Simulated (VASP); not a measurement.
# SiC (P6_3mc) in VASP: further runs

SiC is run at these levels: PBE0, r2SCAN; tasks: single point, relaxation of the atoms.

Everything below comes from runs of VASP 6.6.1. Logs are shortened: lines on timing, memory, paths and dates and some standing lists are left out, and cuts for length are marked.

## (1) The cell of the first run

It takes space group P6_3mc (No. 186, hexagonal). The conventional cell has a = 3.076 Å, b = 3.076 Å, c = 5.049 Å, α = 90.00°, β = 90.00°, γ = 120.00°. Si (site symmetry 3m) has 4 C at 1.88 to 1.90 Å within 2.5 Å. C (site symmetry 3m) has 4 Si at 1.88 to 1.90 Å within 2.5 Å.

## (2) Single point, PBE0

File POSCAR:

```
SiC
1.0
    3.0755120100      0.0000000000      0.0000000000
   -1.5377560000      2.6634715300      0.0000000000
    0.0000000000      0.0000000000      5.0486207000
Si C
2 2
Direct
    0.3333333300      0.6666666700      0.0046022700
    0.6666666700      0.3333333300      0.5046022700
    0.3333333300      0.6666666700      0.3803977300
    0.6666666700      0.3333333300      0.8803977300
```

File INCAR.step1:

```
PREC = Accurate
ENCUT = 520
EDIFF = 1E-5
ISMEAR = -1
SIGMA = 0.02
LREAL = F
LASPH = T
NELM = 100
ALGO = Normal
ISIF = 2
LWAVE = T
LCHARG = F
NBANDS = 16
GGA = PE
```

File INCAR.step2:

```
PREC = Accurate
ENCUT = 520
EDIFF = 1E-7
ISMEAR = -1
SIGMA = 0.02
LREAL = F
LASPH = T
NELM = 100
ALGO = Normal
ISIF = 2
LWAVE = F
LCHARG = F
GGA = PE
LHFCALC = T
AEXX = 0.25
PRECFOCK = Normal
NBANDS = 16
ISTART = 1
```

File KPOINTS:

```
Automatic mesh
0
Gamma
  6 6 4
```

Potentials or basis: VASP PAW PBE potentials, release 64 (Si, C).

Run with:

```bash
> cat potpaw_PBE.64/Si/POTCAR potpaw_PBE.64/C/POTCAR > POTCAR
> cp INCAR.step1 INCAR
> mpirun -np 1 vasp_std > vasp.out
> cp INCAR.step2 INCAR
> mpirun -np 1 vasp_std > vasp.out
```

OUTCAR:

```text
PREC = Accurate
   ENCUT = 520
   EDIFF = 1E-7
   ISMEAR = -1
   LREAL = F
   LASPH = T
   NELM = 100
   ISIF = 2
   GGA = PE
   LHFCALC = T
   AEXX = 0.25
   PRECFOCK = Normal
   ISTART = 1

 ion  position               nearest neighbor table
   1  0.333  0.667  0.005-   4 1.88   4 1.88   4 1.88   3 1.90   2 3.09   2 3.09   2 3.09   2 3.09
                             2 3.09   2 3.09
   2  0.667  0.333  0.505-   3 1.88   3 1.88   3 1.88   4 1.90   1 3.09   1 3.09   1 3.09   1 3.09
                             1 3.09   1 3.09
   3  0.333  0.667  0.380-   2 1.88   2 1.88   2 1.88   1 1.90
   4  0.667  0.333  0.880-   1 1.88   1 1.88   1 1.88   2 1.90

  LATTYP: Found a hexagonal cell.
 ALAT       =     3.0755120100
 C/A-ratio  =     1.6415545391

  Lattice vectors:

 A1 = (   3.0755120100,   0.0000000000,   0.0000000000)
 A2 = (  -1.5377560000,   2.6634715300,   0.0000000000)
 A3 = (   0.0000000000,   0.0000000000,   5.0486207000)

Analysis of symmetry for initial positions (statically):
=====================================================================
 Subroutine PRICEL returns:
 Original cell was already a primitive cell.

 Routine SETGRP: Setting up the symmetry group for a
 hexagonal supercell.

 Subroutine GETGRP returns: Found 12 space group operations
 (whereof  6 operations were pure point group operations)
 out of a pool of 24 trial point group operations.

The static configuration has the point symmetry C_3v.
 The point group associated with its full space group is C_6v.

Analysis of symmetry for dynamics (positions and initial velocities):
=====================================================================
 Subroutine PRICEL returns:
 Original cell was already a primitive cell.

 Routine SETGRP: Setting up the symmetry group for a
 hexagonal supercell.

 Subroutine GETGRP returns: Found 12 space group operations
 (whereof  6 operations were pure point group operations)
 out of a pool of 24 trial point group operations.

The dynamic configuration has the point symmetry C_3v.
 The point group associated with its full space group is C_6v.

 Subroutine INISYM returns: Found 12 space group operations
 (whereof  6 operations are pure point group operations),
[... 100 lines left out ...]
   IBRION =     -1    ionic relax: 0-MD 1-quasi-New 2-CG
   NFREE  =      0    steps in history (QN), initial steepest desc. (CG)
   ISIF   =      2    stress and relaxation
   ISYM   =      3    0-nonsym 1-usesym 2-fastsym
   POTIM  = 0.5000    time-step for ionic-motion
   TEBEG  =    0.0;   TEEND  =   0.0 temperature during run
   PSTRESS=    0.0 pullay stress
   NELECT =      16.0000    total number of electrons
   NUPDOWN=      -1.0000    fix difference up-down
   EMIN   =  10.00;   EMAX   =-10.00  energy-range for DOS
   EFERMI =   0.00;   METHOD = LEGACY
   ISMEAR =    -1;   SIGMA  =   0.02  broadening in eV -4-tet -1-fermi 0-gaus
   EFERMI_NEDOS =   21; number of points for ismear=-14 and -15
   IALGO  =     38    algorithm
   IMIX   =      1    mixing-type and parameters
     AMIX     =   0.40;   BMIX     =  1.00
     AMIX_MAG =   1.60;   BMIX_MAG =  1.00
  volume/ion in A,a.u.               =      10.34        69.77
  Fermi-wavevector in a.u.,A,eV,Ry     =   1.192895  2.254244 19.361058  1.422998
  Thomas-Fermi vector in A             =   2.328922
   LORBIT       =      0    0 simple, 1 ext, 2 COOP (PROOUT), +10 PAW based schemes
   GGA     = PE    functional components
   LHFCALC =     T    Hartree Fock is set to
   PRECFOCK=normal    Normal, Fast or Accurate (Low or Medium for compatibility)
   ENCUT4O =  -1.0   cutoff for four orbital integrals eV
   NKREDX  =     1    reduce k-point grid by
   NKREDY  =     1    reduce k-point grid by
   NKREDZ  =     1    reduce k-point grid by
   AEXX    =    0.2500 exact exchange contribution
   HFSCREEN=    0.0000 screening length (either q_TF or 0.3 A-1)
   HFSCREENC=   0.0000 screening length for correlation (either q_TF or 0.3 A-1)
   ENCUTFOCK=  -1.0 apply spherical cutoff to Coloumb kernel
   IVDW    =     0    specifies the selected vdW correction
   LEPSILON=     F    determine dielectric tensor
   LRPA    =     F    only Hartree local field effects (RPA)
 non-spin polarized calculation
  energy-cutoff  :      520.00
  volume of cell :       41.36
 maximum number of plane-waves:      1124
 NGX is ok and might be reduce to    24
  NGX = 18; NGY = 18; NGZ = 30

 number of electron      15.9999999 magnetization

 Free energy of the ion-electron system (eV)
  ---------------------------------------------------
  ext. energy  EPLUGINS =         0.00000000
  ---------------------------------------------------
  free energy    TOTEN  =       -36.94679200 eV

  energy without entropy =      -36.94679200  energy(sigma->0) =      -36.94679200

 E-fermi :   7.7878     XC(G=0):  -8.9451

 val. band max:        7.2822319779   @ k =   0.0000   0.0000   0.0000
 cond. band min:      11.1857662968   @ k =   0.3333   0.3333   0.0000
 fundamental gap:      3.9035343189
 Fermi energy:         7.7878354239

 k-point     1 :       0.0000    0.0000    0.0000
  band No.  band energies     occupation
      1      -9.9422      2.00000
      2      -6.0898      2.00000
      3      -2.3058      2.00000
      4       5.8160      2.00000
      5       5.8160      2.00000
      6       7.1696      2.00000
[... 376 lines left out ...]
      3      -1.2533      2.00000
      4      -1.2533      2.00000
      5       1.1006      2.00000
      6       1.1006      2.00000
[... 8 lines left out ...]
     15      21.0982      0.00000
     16      21.0982      0.00000

------------------------ aborting loop because EDIFF is reached ----------------------------------------

  FORCE on cell =-STRESS in cart. coord.  units (eV):
  Direction    XX          YY          ZZ          XY          YZ          ZX
  --------------------------------------------------------------------------------------
  -------------------------------------------------------------------------------------
  Total       -0.4192980     -0.4192980     -0.5420745     -0.0000000      0.0000000      0.0000000
  in kB      -16.2440825    -16.2440825    -21.0005823     -0.0000000      0.0000000      0.0000000
  external PRESSURE =     -17.8295825 kB  Pullay stress =       0.0000000 kB

 VOLUME and BASIS-vectors are now :
 -----------------------------------------------------------------------------
  energy-cutoff  :      520.00
  volume of cell :       41.36
      direct lattice vectors                 reciprocal lattice vectors
     3.075512010  0.000000000  0.000000000     0.325149112  0.187724927  0.000000000
    -1.537756000  2.663471530  0.000000000     0.000000000  0.375449855  0.000000000
     0.000000000  0.000000000  5.048620700     0.000000000  0.000000000  0.198073902

 POSITION                                       TOTAL-FORCE (eV/Angst)
 -----------------------------------------------------------------------------------
     -0.00000      1.77565      0.02324         0.000000      0.000000     -0.018671
      1.53776      0.88782      2.54755        -0.000000      0.000000     -0.018671
     -0.00000      1.77565      1.92048         0.000000     -0.000000      0.018671
      1.53776      0.88782      4.44479        -0.000000      0.000000      0.018671
 -----------------------------------------------------------------------------------
    total drift:                                0.000002      0.000000     -0.000104

  FREE ENERGIE OF THE ION-ELECTRON SYSTEM (eV)
  ---------------------------------------------------
  free  energy   TOTEN  =       -36.9467919959 eV

  energy  without entropy=      -36.9467919959  energy(sigma->0) =      -36.94679200
```

It took 18 min on 1 thread of Intel Xeon Platinum 8488C (Sapphire Rapids), shared host; peak memory 0.17 GiB.

What came out:

| Property | Result |
| --- | --- |
| Free energy | -36.9468 eV |
| Pressure | -1.8 GPa |
| Largest force | 0.019 eV/Å |
| Band gap on the k mesh | 3.90 eV (least direct gap 5.82 eV) |

Forces on the atoms (eV/Å):
```
Si   0.000  0.000 -0.019
Si   0.000  0.000 -0.019
C    0.000  0.000  0.019
C    0.000  0.000  0.019
```

Caveat: the PAW data sets were made with another functional, which shifts forces and pressure a little.

## (3) Relaxation of the atoms, r2SCAN

This run uses another cell than the first one, of 9.72 Å³/atom.

File POSCAR:

```
SiC
1.0
    3.0127288400      0.0000000000      0.0000000000
   -1.5063644200      2.6090997100      0.0000000000
    0.0000000000      0.0000000000      4.9455587000
Si C
2 2
Direct
    0.3333333300      0.6666666700      0.0046022700
    0.6666666700      0.3333333300      0.5046022700
    0.3333333300      0.6666666700      0.3803977300
    0.6666666700      0.3333333300      0.8803977300
```

File INCAR.step1:

```
ALGO = Normal
EDIFF = 1E-4
ENCUT = 520
GGA = PE
ISMEAR = -1
LASPH = T
LCHARG = F
LREAL = F
LWAVE = T
NELM = 100
PREC = Accurate
SIGMA = 0.02
```

File INCAR.step2:

```
ALGO = Normal
EDIFF = 1E-6
EDIFFG = -0.01
ENCUT = 520
IBRION = 2
ISIF = 2
ISMEAR = -1
ISTART = 1
LASPH = T
LCHARG = F
LMIXTAU = T
LREAL = F
LWAVE = F
METAGGA = R2SCAN
NELM = 100
NSW = 50
PREC = Accurate
SIGMA = 0.02
```

File KPOINTS:

```
k-points
0
Gamma
  12 12 6
```

Potentials or basis: VASP PAW PBE potentials, release 64 (Si, C).

Run with:

```bash
> cat potpaw_PBE.64/Si/POTCAR potpaw_PBE.64/C/POTCAR > POTCAR
> cp INCAR.step1 INCAR
> mpirun -np 1 vasp_std > vasp.out
> cp INCAR.step2 INCAR
> mpirun -np 1 vasp_std > vasp.out
```

It took 63 s on 1 thread of Intel Xeon Platinum 8488C (Sapphire Rapids), shared host; peak memory 0.18 GiB.

It converged, with:

```yaml
Free_energy: -38.5241 eV
Pressure_after_relaxing: 15.6 GPa
Largest_force_after_relaxing: 0.010 eV/Å
Band_gap_on_the_k_mesh: 2.57 eV (least direct gap 4.63 eV)
```

Forces on the atoms (eV/Å):
```
Si   0.000  0.000  0.010
Si   0.000  0.000  0.010
C    0.000  0.000 -0.010
C    0.000  0.000 -0.010
```

Stress tensor (GPa, compression positive):
```
15.73  0.00  0.00
 0.00 15.73  0.00
 0.00  0.00 15.28
```

Final structure:
```
CELL_PARAMETERS angstrom
3.01273 0.00000 0.00000
-1.50636 2.60910 0.00000
0.00000 0.00000 4.94556
ATOMIC_POSITIONS crystal
Si 0.33333 0.66667 0.00460
Si 0.66667 0.33333 0.50460
C 0.33333 0.66667 0.38040
C 0.66667 0.33333 0.88040
```

Levels at points of the mesh, in eV from the valence-band top:
| k point | band 4 | band 5 | band 6 | band 7 | band 8 | band 9 | band 10 | band 11 | band 12 |
| --- | --- | --- | --- | --- | --- | --- | --- | --- | --- |
| (0.00, 0.00, 0.00) | -1.41 | -1.41 | -0.12 | 0.00 | 0.00 | 5.95 | 7.46 | 7.60 | 7.60 |
| (0.50, 0.00, 0.00) | -6.70 | -5.84 | -3.60 | -3.53 | -1.27 | 3.36 | 4.74 | 7.91 | 7.97 |
| (0.00, 0.00, 0.50) | -4.75 | -0.76 | -0.76 | -0.76 | -0.76 | 7.07 | 7.07 | 8.26 | 8.26 |
| (0.50, 0.00, 0.50) | -8.83 | -2.64 | -2.64 | -2.50 | -2.50 | 3.87 | 3.87 | 6.09 | 6.09 |

Caveat: the relaxation stopped at its first step, so nothing moved; the PAW data sets were made with another functional, which shifts forces and pressure a little. r2SCAN opens gaps a little over a GGA but as a rule still falls short of measured ones.

## (4) Relaxation of the atoms, r2SCAN

This run uses another cell than the first one, of 9.93 Å³/atom.

File POSCAR:

```
SiC
1.0
    3.0339459400      0.0000000000      0.0000000000
   -1.5169729700      2.6274742600      0.0000000000
    0.0000000000      0.0000000000      4.9803877300
Si C
2 2
Direct
    0.3333333300      0.6666666700      0.0046022700
    0.6666666700      0.3333333300      0.5046022700
    0.3333333300      0.6666666700      0.3803977300
    0.6666666700      0.3333333300      0.8803977300
```

File INCAR.step1:

```
  PREC = Accurate
  ENCUT = 520
  ISMEAR = -1
  SIGMA = 0.02
  LREAL = False
  LASPH = True
  NELM = 100
  GGA = PE
  ALGO = Normal
  EDIFF = 1E-4
  LWAVE = True
  LCHARG = False
```

File INCAR.step2:

```
  PREC = Accurate
  ENCUT = 520
  EDIFF = 1E-6
  ISMEAR = -1
  SIGMA = 0.02
  LREAL = False
  LASPH = True
  NELM = 100
  ALGO = Normal
  ISIF = 2
  LWAVE = False
  LCHARG = False
  METAGGA = R2SCAN
  LMIXTAU = True
  IBRION = 2
  NSW = 50
  EDIFFG = -0.01
  ISTART = 1
```

File KPOINTS:

```
Automatic mesh
0
Gamma
  12 12 6
```

Potentials or basis: VASP PAW PBE potentials, release 64 (Si, C).

Run with:

```bash
> cat potpaw_PBE.64/Si/POTCAR potpaw_PBE.64/C/POTCAR > POTCAR
> cp INCAR.step1 INCAR
> mpirun -np 1 vasp_std > vasp.out
> cp INCAR.step2 INCAR
> mpirun -np 1 vasp_std > vasp.out
```

OUTCAR:

```text
PREC = Accurate
   ENCUT = 520
   EDIFF = 1E-6
   ISMEAR = -1
   LREAL = False
   LASPH = True
   NELM = 100
   ISIF = 2
   METAGGA = R2SCAN
   IBRION = 2
   NSW = 50
   EDIFFG = -0.01
   ISTART = 1

 ion  position               nearest neighbor table
   1  0.333  0.667  0.005-   4 1.86   4 1.86   4 1.86   3 1.87   2 3.04   2 3.04   2 3.04   2 3.04
                             2 3.04   2 3.04
   2  0.667  0.333  0.505-   3 1.86   3 1.86   3 1.86   4 1.87   1 3.04   1 3.04   1 3.04   1 3.04
                             1 3.04   1 3.04
   3  0.333  0.667  0.380-   2 1.86   2 1.86   2 1.86   1 1.87
[... 567 lines left out ...]
  -------------------------------------------------------------------------------------
  Total        2.4486885      2.4486885      2.3804887      0.0000000      0.0000000      0.0000000
  in kB       98.8176831     98.8176833     96.0654554      0.0000000      0.0000000      0.0000000
  external PRESSURE =      97.9002739 kB  Pullay stress =       0.0000000 kB

 VOLUME and BASIS-vectors are now :
 -----------------------------------------------------------------------------
  energy-cutoff  :      520.00
  volume of cell :       39.70
      direct lattice vectors                 reciprocal lattice vectors
     3.033945940  0.000000000  0.000000000     0.329603763  0.190296821  0.000000000
    -1.516972970  2.627474260  0.000000000     0.000000000  0.380593643  0.000000000
     0.000000000  0.000000000  4.980387730     0.000000000  0.000000000  0.200787580

 POSITION                                       TOTAL-FORCE (eV/Angst)
 -----------------------------------------------------------------------------------
     -0.00000      1.75165      0.02292        -0.000000     -0.000000      0.006330
      1.51697      0.87582      2.51311        -0.000000      0.000000      0.006330
     -0.00000      1.75165      1.89453        -0.000000      0.000000     -0.006330
      1.51697      0.87582      4.38472         0.000000     -0.000000     -0.006330
 -----------------------------------------------------------------------------------
    total drift:                               -0.000004      0.000002     -0.000180

  FREE ENERGIE OF THE ION-ELECTRON SYSTEM (eV)
  ---------------------------------------------------
  free  energy   TOTEN  =       -38.5896360630 eV

  energy  without entropy=      -38.5896360630  energy(sigma->0) =      -38.58963606

 reached required accuracy - stopping structural energy minimisation
```

OUTCAR.step1:

```text
PREC = Accurate
   ENCUT = 520
   ISMEAR = -1
   LREAL = False
   LASPH = True
   NELM = 100
[... 592 lines left out ...]
      1.51697      0.87582      2.51311        -0.000000      0.000000      0.009515
     -0.00000      1.75165      1.89453         0.000000     -0.000000     -0.009515
      1.51697      0.87582      4.38472        -0.000000      0.000000     -0.009515
 -----------------------------------------------------------------------------------
    total drift:                               -0.000004      0.000002      0.000069

  FREE ENERGIE OF THE ION-ELECTRON SYSTEM (eV)
  ---------------------------------------------------
  free  energy   TOTEN  =       -30.0176558624 eV

  energy  without entropy=      -30.0176558623  energy(sigma->0) =      -30.01765586
```

OSZICAR.step1:

```text
N       E                     dE             d eps       ncg     rms          rms(c)
DAV:   1     0.370404851756E+02    0.37040E+02   -0.75066E+03  1824   0.120E+03
DAV:   2    -0.309977566138E+02   -0.68038E+02   -0.61621E+02  2680   0.191E+02
DAV:   3    -0.339497820062E+02   -0.29520E+01   -0.29373E+01  2384   0.400E+01
DAV:   4    -0.339812094603E+02   -0.31427E-01   -0.31406E-01  2240   0.491E+00
DAV:   5    -0.339817130478E+02   -0.50359E-03   -0.50352E-03  2332   0.585E-01    0.131E+01
DAV:   6    -0.301573879889E+02    0.38243E+01   -0.10922E+01  2232   0.214E+01    0.592E+00
DAV:   7    -0.300344010210E+02    0.12299E+00   -0.10306E+00  2304   0.677E+00    0.256E+00
DAV:   8    -0.300181599075E+02    0.16241E-01   -0.51955E-02  2132   0.168E+00    0.546E-01
DAV:   9    -0.300174026204E+02    0.75729E-03   -0.64883E-03  2264   0.622E-01    0.131E-01
DAV:  10    -0.300176441451E+02   -0.24152E-03   -0.64283E-04  2116   0.187E-01    0.532E-02
DAV:  11    -0.300176558624E+02   -0.11717E-04   -0.76898E-05  1252   0.762E-02
   1 F= -.30017656E+02 E0= -.30017656E+02  d E =-.278901E-10
```

Run time: 66 s. Hardware: 1 thread of Intel Xeon Platinum 8488C (Sapphire Rapids), shared host; peak memory 0.17 GiB.

What came out:

```
Free energy                  : -38.5896 eV
Pressure after relaxing      : 9.8 GPa
Largest force after relaxing : 0.006 eV/Å
Band gap on the k mesh       : 2.60 eV (least direct gap 4.58 eV)
```

Forces in eV/Å, atoms in the order of the input:
```
Si   0.000  0.000  0.006
Si   0.000  0.000  0.006
C    0.000  0.000 -0.006
C    0.000  0.000 -0.006
```

Final structure:
```xyz
4
Lattice="3.0339 0.0000 0.0000 -1.5170 2.6275 0.0000 0.0000 0.0000 4.9804" Properties=species:S:1:pos:R:3 pbc="T T T"
Si    0.0000    1.7517    0.0229
Si    1.5170    0.8758    2.5131
C     0.0000    1.7517    1.8945
C     1.5170    0.8758    4.3847
```

Levels at points of the mesh, in eV from the valence-band top:
```
           k point  band 4  band 5  band 6  band 7  band 8  band 9  band 10  band 11  band 12
(0.00, 0.00, 0.00)   -1.40   -1.40   -0.12    0.00    0.00    5.75     7.23     7.46     7.46
(0.50, 0.00, 0.00)   -6.65   -5.77   -3.56   -3.47   -1.27    3.31     4.71     7.80     7.82
(0.00, 0.00, 0.50)   -4.71   -0.76   -0.76   -0.76   -0.76    6.88     6.88     8.13     8.13
(0.50, 0.00, 0.50)   -8.73   -2.62   -2.62   -2.48   -2.48    3.82     3.82     5.99     5.99
```

Caveat: the relaxation stopped at its first step, so nothing moved; the PAW data sets were made with another functional, which shifts forces and pressure a little. r2SCAN opens gaps a little over a GGA but as a rule still falls short of measured ones.

## (5) Overview

| task | level | cell | k mesh | grid for exact exchange (PRECFOCK) | share of exact exchange | gap on the mesh (eV) | pressure (GPa) | largest force (eV/Å) |
| --- | --- | --- | --- | --- | --- | --- | --- | --- |
| single point | PBE0 | a = 3.076, b = 3.076, c = 5.049 Å, angles 90.0, 90.0, 120.0°, 4 atoms | 6 × 6 × 4 | Normal | 0.25 | 3.90 | -1.8 | 0.02 |
| relaxation of the atoms | r2SCAN | atoms relaxed from a = 3.013, b = 3.013, c = 4.946 Å, angles 90.0, 90.0, 120.0°, 4 atoms | 12 × 12 × 6 | - | - | 2.57 | 15.6 | 0.01 |
| relaxation of the atoms | r2SCAN | atoms relaxed from a = 3.034, b = 3.034, c = 4.980 Å, angles 90.0, 90.0, 120.0°, 4 atoms | 12 × 12 × 6 | - | - | 2.60 | 9.8 | 0.01 |

Alike in all rows: potentials or basis VASP PAW PBE potentials, release 64 (Si, C); no spin polarisation; cutoff (eV) 520; smearing fermi-dirac 0.02 eV.

Caveats: the PAW data sets were made with another functional, which shifts forces and pressure a little; the relaxation stopped at its first step, so nothing moved (at least some runs).

Total energies depend on the potentials used, so only differences within one code and one set of settings carry meaning.
